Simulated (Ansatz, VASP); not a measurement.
**One calculation of Sr, two programs**

The input INCAR:

```
PREC = Accurate
ENCUT = 520
EDIFF = 1E-7
ISMEAR = 0
SIGMA = 0.15
LREAL = False
LASPH = True
NELM = 80
ALGO = Fast
ISIF = 2
LWAVE = False
LCHARG = False
GGA = PS
NBANDS = 17
```

KPOINTS

```
regular mesh
0
Gamma
  12 12 8
```

The input POSCAR:

```
Sr
1.0
    3.9426547599      0.0000000000      0.0000000000
   -1.9713273799      3.6810702095      0.0000000000
    0.0000000000      0.0000000000      7.1997538023
Sr
2
Direct
    0.3333333333      0.6666666667      0.2500000000
    0.6666666667      0.3333333333      0.7500000000
```

Input for Ansatz:

```yaml
crystal:
  lattice:
    - [3.9426547599, 0.0, 0.0]
    - [-1.9713273799, 3.6810702095, 0.0]
    - [0.0, 0.0, 7.1997538023]
  atoms:
    - { symbol: Sr, position: [0.3333333333, 0.6666666667, 0.25] }
    - { symbol: Sr, position: [0.6666666667, 0.3333333333, 0.75] }
basis:
  ecutwfc: 420
kpoints:
  mp_grid: { grid: [12, 12, 8] }
hamiltonian:
  xc: pbesol
  pseudopotentials: { kind: paw }
scf:
  occupations: { method: gaussian, width: 0.15 }
output:
  forces: true
  stress: true
  eigenvalues: true
  write_density: true
  write_potential: true
  elf: true
  volumetric_format: npy
```

Change from the starting cell: strain +e along x and -e along y -0.0367, strain +e along z and -e/2 along x and y +0.0467.

Alike in both runs: task single point; functional PBEsol; k mesh 12 × 12 × 8; occupations gaussian, width 0.15 eV; no spin polarisation.

|  | VASP | Ansatz |
| --- | --- | --- |
| version | VASP 6.6.1 | Ansatz 0.2.0 |
| potentials or method | VASP PAW PBE potentials, release 64 (Sr_sv), cutoff 520 eV | scalar-relativistic, plane waves, PAW |
| valence electrons in the cell | 20 | 20 |

```tsv
	VASP	Ansatz	Ansatz less VASP
gap on the k mesh at the Fermi level (eV)	none	none	-
pressure (GPa)	0.1	0.1	-0.01
traceless stress, the component that is largest in VASP (GPa)	1.58	1.58	-0.002
rms of the force components (eV/Å)	0.032	0.032	-0.0001
```

VASP's potentials were made for PBE, not for PBEsol. Atom by atom the forces differ by 0.000 eV/Å (rms over components). A gap of «none» marks a metal or a gap that the smearing closes. With one functional, cell and mesh, what is left measures potentials, basis and numerics.
